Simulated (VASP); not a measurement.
# Ag (P6_3/mmc) in VASP: further runs, part 2 of 2

VASP 6.6.1. The steps go on from the part before.

## 3. Single point, PBEsol

This run uses another cell than the first one, of 16.65 Å³/atom, 1.042 times its volume.

INCAR

```
SYSTEM = Ag
PREC = Accurate ; ENCUT = 520
EDIFF = 1E-6 ; ISMEAR = -1
SIGMA = 0.1 ; LREAL = .FALSE.
LASPH = .TRUE. ; NELM = 60
ALGO = Normal ; ISIF = 2
LWAVE = .FALSE. ; LCHARG = .FALSE.
GGA = PS ; NBANDS = 30
```

KPOINTS

```
Automatic mesh
0
G
  17 17 5
  0 0 0
```

POSCAR

```
Ag
1.0
    2.8544791013      0.0000000000      0.0000000000
   -1.4272395507      2.4720514163      0.0000000000
    0.0000000000      0.0000000000      9.4391835769
Ag
4
Direct
    0.3333333333      0.6666666667      0.2500000000
    0.6666666667      0.3333333333      0.7500000000
    0.0000000000      1.0000000000      1.0000000000
    0.0000000000      1.0000000000      0.5000000000
```

Potentials or basis: VASP PAW PBE potentials, release 64 (Ag).

Run with:

```bash
> cat potpaw_PBE.64/Ag/POTCAR > POTCAR
> mpirun -np 1 vasp_std > vasp.out
```

It took 64 s on 1 thread of Intel Xeon 6975P-C (Granite Rapids), shared host; peak memory 0.28 GiB.

It converged, with:

* Free energy: -13.2433 eV
* Pressure: -0.1 GPa
* Band gap on the k mesh: zero (band 22 reaches 11.58 eV, above the bottom of band 23 at 5.45 eV)

Stress tensor (GPa, compression positive):
```
 0.04  0.00  0.00
 0.00  0.04  0.00
 0.00  0.00 -0.48
```

Levels at points of the mesh, in eV from the Fermi level:
```csv
k point,band 20,band 21,band 22,band 23,band 24,band 25
"(0.00, 0.00, 0.00)",-3.47,-3.47,-3.07,-3.07,-0.68,3.48
```

Caveat: the PAW data sets were made with another functional, which shifts forces and pressure a little.

## 4. Single point, PBEsol

This run uses another cell than the first one, of 16.65 Å³/atom, 1.042 times its volume.

INCAR

```
ALGO = Normal ; EDIFF = 1E-7
ENCUT = 520 ; GGA = PS
ISIF = 2 ; ISMEAR = -1
LASPH = T ; LCHARG = F
LREAL = F ; LWAVE = F
NBANDS = 30 ; NELM = 60
PREC = Accurate ; SIGMA = 0.1
```

KPOINTS

```
k-points
0
Gamma
  17 17 5
```

POSCAR is that of step 3.

Run with:

```bash
> cat potpaw_PBE.64/Ag/POTCAR > POTCAR
> mpirun -np 1 vasp_std > vasp.out
```

Wall time 68 s (1 thread of Intel Xeon 6975P-C (Granite Rapids), shared host); peak memory 0.28 GiB.

It converged, with:

| Quantity | Value |
| --- | --- |
| Free energy | -13.2433 eV |
| Pressure | -0.1 GPa |
| Band gap on the k mesh | zero (band 22 reaches 11.58 eV, above the bottom of band 23 at 5.45 eV) |

Stress tensor (GPa, compression positive):
```
 0.04  0.00  0.00
 0.00  0.04  0.00
 0.00  0.00 -0.48
```

Levels at points of the mesh, in eV from the Fermi level:
```tsv
k point	band 18	band 19	band 20	band 21	band 22	band 23	band 24	band 25	band 26	band 27
(0.00, 0.00, 0.00)	-3.68	-3.68	-3.47	-3.47	-3.07	-3.07	-0.68	3.48	10.94	10.97
```

Caveat: the PAW data sets were made with another functional, which shifts forces and pressure a little.

## 5. Single point, PBEsol (volume scaled by 1.04)

INCAR

```
SYSTEM = Ag
PREC = Accurate ; ENCUT = 520
EDIFF = 1E-6 ; ISMEAR = -1
SIGMA = 0.1 ; LREAL = .FALSE.
LASPH = .TRUE. ; NELM = 100
ALGO = Normal ; ISIF = 2
LWAVE = .FALSE. ; LCHARG = .FALSE.
GGA = PS ; NBANDS = 30
```

KPOINTS

```
Automatic mesh
0
G
  17 17 5
  0 0 0
```

POSCAR

```
Ag
1.0
    2.8920423445      0.0000000000      0.0000000000
   -1.4460211723      2.5045821392      0.0000000000
    0.0000000000      0.0000000000      9.5633976053
Ag
4
Direct
    0.3333333333      0.6666666667      0.2500000000
    0.6666666667      0.3333333333      0.7500000000
    0.0000000000      1.0000000000      1.0000000000
    0.0000000000      1.0000000000      0.5000000000
```

Run with:

```bash
> cat potpaw_PBE.64/Ag/POTCAR > POTCAR
> mpirun -np 1 vasp_std > vasp.out
```

Wall time 65 s (1 thread of Intel Xeon Platinum 8559C (Emerald Rapids), shared host); peak memory 0.28 GiB.

The run converged. Its results:

* Free energy: -13.2070 eV
* Pressure: -4.2 GPa
* Band gap on the k mesh: zero (band 22 reaches 10.93 eV, above the bottom of band 23 at 4.99 eV)

Stress tensor (GPa, compression positive):
```
-4.12  0.00  0.00
 0.00 -4.12  0.00
 0.00  0.00 -4.51
```

Levels at points of the mesh, in eV from the Fermi level:
```tsv
k point	band 19	band 20	band 21	band 22	band 23	band 24	band 25	band 26
(0.00, 0.00, 0.00)	-3.61	-3.41	-3.41	-3.04	-3.04	-0.56	3.27	10.66
```

Caveat: the cell differs from its parent crystal (volume scaled by 1.04); the PAW data sets were made with another functional, which shifts forces and pressure a little.

## 6. Single point, PBEsol (volume scaled by 1.08)

INCAR

```
PREC = Accurate ; ENCUT = 520
EDIFF = 1E-6 ; ISMEAR = -1
SIGMA = 0.1 ; LREAL = F
LASPH = T ; NELM = 100
ALGO = Normal ; ISIF = 2
LWAVE = F ; LCHARG = F
GGA = PS ; NBANDS = 30
```

KPOINTS

```
Automatic mesh
0
Gamma
  17 17 5
```

POSCAR

```
Ag
1.0
    2.9286543621      0.0000000000      0.0000000000
   -1.4643271811      2.5362890765      0.0000000000
    0.0000000000      0.0000000000      9.6844661236
Ag
4
Direct
    0.3333333333      0.6666666667      0.2500000000
    0.6666666667      0.3333333333      0.7500000000
    0.0000000000      1.0000000000      1.0000000000
    0.0000000000      1.0000000000      0.5000000000
```

Potentials or basis: VASP PAW PBE potentials, release 64 (Ag).

Run with:

```bash
> cat potpaw_PBE.64/Ag/POTCAR > POTCAR
> mpirun -np 1 vasp_std > vasp.out
```

Run time: 64 s. Hardware: 1 thread of Intel Xeon Platinum 8559C (Emerald Rapids), shared host; peak memory 0.29 GiB.

The run converged. Its results:

- Free energy: -13.1107 eV
- Pressure: -7.4 GPa
- Band gap on the k mesh: zero (band 22 reaches 10.34 eV, above the bottom of band 23 at 4.53 eV)

Stress tensor (GPa, compression positive):
```
-7.28  0.00  0.00
 0.00 -7.28  0.00
 0.00  0.00 -7.57
```

Levels at points of the mesh, in eV from the Fermi level:
```
           k point  band 19  band 20  band 21  band 22  band 23  band 24  band 25  band 26
(0.00, 0.00, 0.00)    -3.54    -3.36    -3.36    -3.01    -3.01    -0.44     3.08    10.39
```

Caveat: the cell differs from its parent crystal (volume scaled by 1.08); the PAW data sets were made with another functional, which shifts forces and pressure a little.

## 7. Overview

```tsv
cell	gap on the mesh (eV)	pressure (GPa)
a = 2.816, b = 2.816, c = 9.312 Å, angles 90.0, 90.0, 120.0°, 4 atoms	none	5.2
a = 2.854, b = 2.854, c = 9.439 Å, angles 90.0, 90.0, 120.0°, 4 atoms	none	-0.1
a = 2.892, b = 2.892, c = 9.563 Å, angles 90.0, 90.0, 120.0°, 4 atoms	none	-4.2
a = 2.929, b = 2.929, c = 9.684 Å, angles 90.0, 90.0, 120.0°, 4 atoms	none	-7.4
```

Alike in all rows: task single point; level PBEsol; potentials or basis VASP PAW PBE potentials, release 64 (Ag); no spin polarisation; k mesh 17 × 17 × 5; cutoff (eV) 520; smearing fermi-dirac 0.1 eV.

Caveats: the PAW data sets were made with another functional, which shifts forces and pressure a little.

Total energies depend on the potentials used, so only differences within one code and one set of settings carry meaning.
